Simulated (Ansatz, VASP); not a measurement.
# Pt in VASP and in Ansatz

```
CELL_PARAMETERS angstrom
0.00000 1.94683 1.91276
1.94683 0.00000 1.91276
1.94683 1.94683 0.00000
ATOMIC_POSITIONS crystal
Pt 0.00000 0.00000 0.00000
```

Change from the starting cell: normal strain along x +0.0000, normal strain along z -0.0175.

Alike in both runs: task single point; functional LDA; k mesh 20 × 20 × 20; occupations gaussian, width 0.15 eV; no spin polarisation.

```csv
,VASP,Ansatz
version,VASP 6.6.1,Ansatz 0.2.0
potentials or method,"VASP PAW LDA potentials, release 64 (Pt), cutoff 520 eV","scalar-relativistic, plane waves, PAW"
valence electrons in the cell,10,18
```

VASP gave:

```
gap on the k mesh at the Fermi level (eV)                     : none
pressure (GPa)                                                : 6.7
traceless stress, the component that is largest in VASP (GPa) : 1.29
```

Task: Which values does Ansatz return?

Result: gap on the k mesh at the Fermi level (eV): none; pressure (GPa): 5.8; traceless stress, the component that is largest in VASP (GPa): 1.28.

LDA's correlation is that of Perdew and Zunger in VASP and of Perdew and Wang (1992) in Ansatz. A gap of «none» marks a metal or a gap that the smearing closes. VASP's potentials hold 10 valence electrons a cell and Ansatz's 18, so a difference there can come from the potentials and not from the codes.

Spin-orbit coupling is off throughout.
